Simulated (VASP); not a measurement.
# AlPt (Pm-3m) in VASP: single point with r2SCAN

Aim: the single point of AlPt with r2SCAN.

Everything below comes from runs of VASP 6.6.1. Logs are shortened: lines on timing, memory, paths and dates and some standing lists are left out, and cuts for length are marked.

## 1. The cell of the first run

The structure is cubic, space group Pm-3m (No. 221). Conventional cell: a = 3.092 Å, b = 3.092 Å, c = 3.092 Å, α = 90.00°, β = 90.00°, γ = 90.00°. Al (site symmetry m-3m) has 8 Pt at 2.68 Å and 6 Al at 3.09 Å within 3.5 Å. Pt (site symmetry m-3m) has 8 Al at 2.68 Å and 6 Pt at 3.09 Å within 3.5 Å.

## 2. Single point, r2SCAN

The input, POSCAR:

```
AlPt
1.0
    3.0915460000      0.0000000000      0.0000000000
    0.0000000000      3.0915460000      0.0000000000
    0.0000000000      0.0000000000      3.0915460000
Al Pt
1 1
Direct
    0.0000000000      0.0000000000      0.0000000000
    0.5000000000      0.5000000000      0.5000000000
```

The input, INCAR.step1:

```
SYSTEM = AlPt
ALGO     = Normal         ! electronic algorithm
EDIFF    = 1E-4           ! SCF threshold, eV
ENCUT    = 520            ! plane-wave cutoff, eV
GGA      = PE             ! functional
ISMEAR   = 0              ! smearing method
LASPH    = .TRUE.         ! aspherical terms in the spheres
LCHARG   = .FALSE.        ! write CHGCAR
LREAL    = .FALSE.        ! projectors in reciprocal space
LWAVE    = .TRUE.         ! write WAVECAR
NBANDS   = 14             ! bands
NELM     = 100            ! most SCF steps
PREC     = Accurate       ! precision mode
SIGMA    = 0.15           ! smearing width, eV
```

The input, INCAR.step2:

```
SYSTEM = AlPt
ALGO     = Normal         ! electronic algorithm
EDIFF    = 1E-7           ! SCF threshold, eV
ENCUT    = 520            ! plane-wave cutoff, eV
ISIF     = 2              ! what is computed and relaxed
ISMEAR   = 0              ! smearing method
ISTART   = 1            
LASPH    = .TRUE.         ! aspherical terms in the spheres
LCHARG   = .FALSE.        ! write CHGCAR
LMIXTAU  = .TRUE.       
LREAL    = .FALSE.        ! projectors in reciprocal space
LWAVE    = .FALSE.        ! write WAVECAR
METAGGA  = R2SCAN         ! meta-GGA
NBANDS   = 14             ! bands
NELM     = 100            ! most SCF steps
PREC     = Accurate       ! precision mode
SIGMA    = 0.15           ! smearing width, eV
```

The input, KPOINTS:

```
k-points
0
G
  16 16 16
  0 0 0
```

Potentials or basis: VASP PAW PBE potentials, release 64 (Al, Pt).

Launch:

```console
$ cat potpaw_PBE.64/Al/POTCAR potpaw_PBE.64/Pt/POTCAR > POTCAR
$ cp INCAR.step1 INCAR
$ mpirun -np 1 vasp_std > vasp.out
$ cp INCAR.step2 INCAR
$ mpirun -np 1 vasp_std > vasp.out
```

OUTCAR:

```text
SYSTEM = AlPt
   EDIFF = 1E-7
   ENCUT = 520
   ISIF = 2
   ISMEAR = 0
   ISTART = 1
   LASPH = .TRUE.
   LREAL = .FALSE.
   METAGGA = R2SCAN
   NELM = 100
   PREC = Accurate

 ion  position               nearest neighbor table
   1  0.000  0.000  0.000-   2 2.68   2 2.68   2 2.68   2 2.68   2 2.68   2 2.68   2 2.68   2 2.68

   2  0.500  0.500  0.500-   1 2.68   1 2.68   1 2.68   1 2.68   1 2.68   1 2.68   1 2.68   1 2.68

  LATTYP: Found a simple cubic cell.
 ALAT       =     3.0915460000

  Lattice vectors:

 A1 = (   3.0915460000,   0.0000000000,   0.0000000000)
 A2 = (   0.0000000000,   3.0915460000,   0.0000000000)
 A3 = (   0.0000000000,   0.0000000000,   3.0915460000)

Analysis of symmetry for initial positions (statically):
=====================================================================
 Subroutine PRICEL returns:
 Original cell was already a primitive cell.

 Routine SETGRP: Setting up the symmetry group for a
 simple cubic supercell.

 Subroutine GETGRP returns: Found 48 space group operations
 (whereof 48 operations were pure point group operations)
 out of a pool of 48 trial point group operations.

The static configuration has the point symmetry O_h .

Analysis of symmetry for dynamics (positions and initial velocities):
=====================================================================
 Subroutine PRICEL returns:
 Original cell was already a primitive cell.

 Routine SETGRP: Setting up the symmetry group for a
 simple cubic supercell.

 Subroutine GETGRP returns: Found 48 space group operations
 (whereof 48 operations were pure point group operations)
 out of a pool of 48 trial point group operations.

The dynamic configuration has the point symmetry O_h .

 Subroutine INISYM returns: Found 48 space group operations
 (whereof 48 operations are pure point group operations),
 and found     1 'primitive' translations

----------------------------------------------------------------------------------------

                                     Primitive cell

  volume of cell :      29.5479

  direct lattice vectors                    reciprocal lattice vectors
     3.091546000  0.000000000  0.000000000     0.323462759  0.000000000  0.000000000
     0.000000000  3.091546000  0.000000000     0.000000000  0.323462759  0.000000000
     0.000000000  0.000000000  3.091546000     0.000000000  0.000000000  0.323462759

  length of vectors
     3.091546000  3.091546000  3.091546000     0.323462759  0.323462759  0.323462759

  position of ions in fractional coordinates (direct lattice)
     0.000000000  0.000000000  0.000000000
     0.500000000  0.500000000  0.500000000

  ion indices of the primitive-cell ions
   primitive index   ion index
                 1           1
                 2           2

----------------------------------------------------------------------------------------

 KPOINTS: k-points

Automatic generation of k-mesh.
 Grid dimensions read from file:
 generate k-points for:   16   16   16

 Generating k-lattice:

  Cartesian coordinates                     Fractional coordinates (reciprocal lattice)
     0.020216422  0.000000000  0.000000000     0.062500000  0.000000000  0.000000000
     0.000000000  0.020216422  0.000000000     0.000000000  0.062500000  0.000000000
     0.000000000  0.000000000  0.020216422     0.000000000  0.000000000  0.062500000

  Length of vectors
     0.020216422  0.020216422  0.020216422

  Shift w.r.t. Gamma in fractional coordinates (k-lattice)
     0.000000000  0.000000000  0.000000000

 Subroutine IBZKPT returns following result:
 ===========================================

 Found    165 irreducible k-points:

 Following reciprocal coordinates:
            Coordinates               Weight
  0.000000  0.000000  0.000000      1.000000
  0.062500  0.000000  0.000000      6.000000
  0.125000  0.000000  0.000000      6.000000
  0.187500  0.000000  0.000000      6.000000
  0.250000  0.000000  0.000000      6.000000
  0.312500  0.000000  0.000000      6.000000
[... 16 lines left out ...]
  0.437500  0.125000  0.000000     24.000000
  0.500000  0.125000  0.000000     12.000000
 [... further k-points ...]
   k-points           NKPTS =    165   k-points in BZ     NKDIM =    165   number of bands    NBANDS=     14
   number of dos      NEDOS =    301   number of ions     NIONS =      2
   total plane-waves  NPLWV =  13824
   dimension x,y,z NGX =    24 NGY =   24 NGZ =   24
   dimension x,y,z NGXF=    48 NGYF=   48 NGZF=   48
   ions per type =               1   1
   NGX,Y,Z   is equivalent  to a cutoff of  12.91, 12.91, 12.91 a.u.
   NGXF,Y,Z  is equivalent  to a cutoff of  25.81, 25.81, 25.81 a.u.
 SYSTEM =  AlPt
   PREC   = accura    normal or accurate (medium, high low for compatibility)
   ISTART =      1    job   : 0-new  1-cont  2-samecut
   ICHARG =      0    charge: 1-file 2-atom 10-const
   ISPIN  =      1    spin polarized calculation?
   LNONCOLLINEAR =      F non collinear calculations
   LSORBIT =      F    spin-orbit coupling
   LASPH  =      T    aspherical Exc in radial PAW
   ENCUT  =  520.0 eV  38.22 Ry    6.18 a.u.   5.75  5.75  5.75*2*pi/ulx,y,z
   NELM   =    100;   NELMIN=  2; NELMDL=  0     # of ELM steps
   EDIFF  = 0.1E-06   stopping-criterion for ELM
   LREAL  =      F    real-space projection
   EDIFFG = 0.1E-05   stopping-criterion for IOM
   NSW    =      0    number of steps for IOM
   IBRION =     -1    ionic relax: 0-MD 1-quasi-New 2-CG
   NFREE  =      0    steps in history (QN), initial steepest desc. (CG)
   ISIF   =      2    stress and relaxation
   ISYM   =      2    0-nonsym 1-usesym 2-fastsym
   POTIM  = 0.5000    time-step for ionic-motion
   TEBEG  =    0.0;   TEEND  =   0.0 temperature during run
   PSTRESS=    0.0 pullay stress
   NELECT =      13.0000    total number of electrons
   NUPDOWN=      -1.0000    fix difference up-down
   EMIN   =  10.00;   EMAX   =-10.00  energy-range for DOS
   EFERMI =   0.00;   METHOD = LEGACY
   ISMEAR =     0;   SIGMA  =   0.15  broadening in eV -4-tet -1-fermi 0-gaus
   EFERMI_NEDOS =   21; number of points for ismear=-14 and -15
   IALGO  =     38    algorithm
   IMIX   =      4    mixing-type and parameters
     AMIX     =   0.40;   BMIX     =  1.00
     AMIX_MAG =   1.60;   BMIX_MAG =  1.00
  volume/ion in A,a.u.               =      14.77        99.70
  Fermi-wavevector in a.u.,A,eV,Ry     =   1.245127  2.352948 21.093665  1.550341
  Thomas-Fermi vector in A             =   2.379363
   LORBIT       =      0    0 simple, 1 ext, 2 COOP (PROOUT), +10 PAW based schemes
   METAGGA = R2SCAN    functional components
   LHFCALC =     F    Hartree Fock is set to
   AEXX    =    0.0000 exact exchange contribution
   IVDW    =     0    specifies the selected vdW correction
   LEPSILON=     F    determine dielectric tensor
   LRPA    =     F    only Hartree local field effects (RPA)
 non-spin polarized calculation
 Gauss-broadening in eV      SIGMA  =   0.15
  energy-cutoff  :      520.00
  volume of cell :       29.55
 maximum number of plane-waves:       840
 NGX is ok and might be reduce to    24
   NGX = 11   NGY = 11   NGZ = 11

 number of electron      12.9999997 magnetization

 Free energy of the ion-electron system (eV)
  ---------------------------------------------------
  ext. energy  EPLUGINS =         0.00000000
  ---------------------------------------------------
  free energy    TOTEN  =       -60.22466124 eV

  energy without entropy =      -60.21862003  energy(sigma->0) =      -60.22164063

 E-fermi :  10.6521     XC(G=0): -13.1284

 val. band max:       10.6367220386   @ k =   0.3125   0.1250   0.0000
 cond. band min:      10.6879823725   @ k =   0.3750   0.2500   0.1250
 fundamental gap:      0.0512603339
 Fermi energy:        10.6521261884

 k-point     1 :       0.0000    0.0000    0.0000
  band No.  band energies     occupation
      1      -1.4936      2.00000
      2       4.7972      2.00000
      3       4.7972      2.00000
      4       7.8920      2.00000
      5       7.8920      2.00000
      6       7.8920      2.00000
      7      14.8162      0.00000
      8      14.8162      0.00000
      9      14.8162      0.00000
     10      20.0743      0.00000
     11      20.0743      0.00000
     12      21.2647      0.00000
     13      29.3695      0.00000
     14      29.3695      0.00000

 k-point     2 :       0.0625    0.0000    0.0000
  band No.  band energies     occupation
      1      -1.4180      2.00000
      2       4.8189      2.00000
      3       4.8238      2.00000
      4       7.8178      2.00000
      5       7.8178      2.00000
      6       7.8996      2.00000
      7      14.3412      0.00000
      8      14.9538      0.00000
      9      14.9538      0.00000
     10      19.9335      0.00000
     11      20.3427      0.00000
     12      21.6237      0.00000
     13      28.9694      0.00000
     14      28.9694      0.00000

 k-point     3 :       0.1250    0.0000    0.0000
  band No.  band energies     occupation
      1      -1.1935      2.00000
      2       4.8815      2.00000
      3       4.8905      2.00000
      4       7.6178      2.00000
      5       7.6178      2.00000
      6       7.9211      2.00000
      7      13.2952      0.00000
      8      15.3435      0.00000
      9      15.3435      0.00000
     10      19.5495      0.00000
     11      20.6449      0.00000
     12      22.8260      0.00000
     13      27.9766      0.00000
     14      27.9766      0.00000
[... 324 lines left out ...]
 k-point    23 :       0.4375    0.1250    0.0000
  band No.  band energies     occupation
      1       1.9517      2.00000
      2       3.6945      2.00000
      3       5.5465      2.00000
      4       6.5012      2.00000
      5       6.5149      2.00000
      6       7.8559      2.00000
      7       9.7703      2.00000
      8      16.6821      0.00000
      9      17.7953      0.00000
     10      19.7365      0.00000
     11      20.8225      0.00000
     12      21.9783      0.00000
     13      23.8944      0.00000
     14      25.6611      0.00000

 k-point    24 :       0.5000    0.1250    0.0000
  band No.  band energies     occupation
      1       2.4343      2.00000
      2       3.2404      2.00000
      3       5.5785      2.00000
      4       6.4570      2.00000
      5       6.4984      2.00000
      6       7.8649      2.00000
      7       9.6854      2.00000
      8      16.9036      0.00000
      9      17.7354      0.00000
     10      20.3587      0.00000
     11      20.4561      0.00000
     12      21.3099      0.00000
     13      24.1962      0.00000
     14      25.2395      0.00000

 [... further k-points ...]

------------------------ aborting loop because EDIFF is reached ----------------------------------------

  FORCE on cell =-STRESS in cart. coord.  units (eV):
  Direction    XX          YY          ZZ          XY          YZ          ZX
  --------------------------------------------------------------------------------------
  -------------------------------------------------------------------------------------
  Total       -0.9056202     -0.9056202     -0.9056202      0.0000000      0.0000000      0.0000000
  in kB      -49.1054323    -49.1054323    -49.1054323      0.0000000      0.0000000      0.0000000
  external PRESSURE =     -49.1054323 kB  Pullay stress =       0.0000000 kB

 VOLUME and BASIS-vectors are now :
 -----------------------------------------------------------------------------
  energy-cutoff  :      520.00
  volume of cell :       29.55
      direct lattice vectors                 reciprocal lattice vectors
     3.091546000  0.000000000  0.000000000     0.323462759  0.000000000  0.000000000
     0.000000000  3.091546000  0.000000000     0.000000000  0.323462759  0.000000000
     0.000000000  0.000000000  3.091546000     0.000000000  0.000000000  0.323462759

 POSITION                                       TOTAL-FORCE (eV/Angst)
 -----------------------------------------------------------------------------------
      0.00000      0.00000      0.00000         0.000000      0.000000      0.000000
      1.54577      1.54577      1.54577         0.000000      0.000000      0.000000
 -----------------------------------------------------------------------------------
    total drift:                                0.000000     -0.000000     -0.000000

  FREE ENERGIE OF THE ION-ELECTRON SYSTEM (eV)
  ---------------------------------------------------
  free  energy   TOTEN  =       -60.2246612415 eV

  energy  without entropy=      -60.2186200260  energy(sigma->0) =      -60.22164063
```

Wall time 2.9 min (1 thread of Intel Xeon 8259CL, shared host); peak memory 0.2 GiB.

Results:

```yaml
Free_energy: -60.2247 eV
Pressure: -4.9 GPa
Band_gap_on_the_k_mesh: zero (an odd number of electrons rules out a gap without spin polarisation)
```

Levels at points of the mesh, in eV from the Fermi level:
```tsv
k point	band 4	band 5	band 6	band 7	band 8	band 9	band 10	band 11
(0.00, 0.00, 0.00)	-2.76	-2.76	-2.76	4.16	4.16	4.16	9.42	9.42
(0.50, 0.00, 0.00)	-4.24	-4.24	-2.56	-0.97	6.40	9.03	9.03	10.93
(0.50, 0.50, 0.00)	-3.89	-3.31	-3.31	-1.50	1.03	3.78	9.17	12.91
(0.50, 0.50, 0.50)	-1.42	-1.42	1.14	1.87	1.87	1.87	5.15	6.32
```

Caveat: the cell stands under tension; the PAW data sets were made with another functional, which shifts forces and pressure a little; spin-orbit coupling is left out, which moves the levels of the heavy elements.
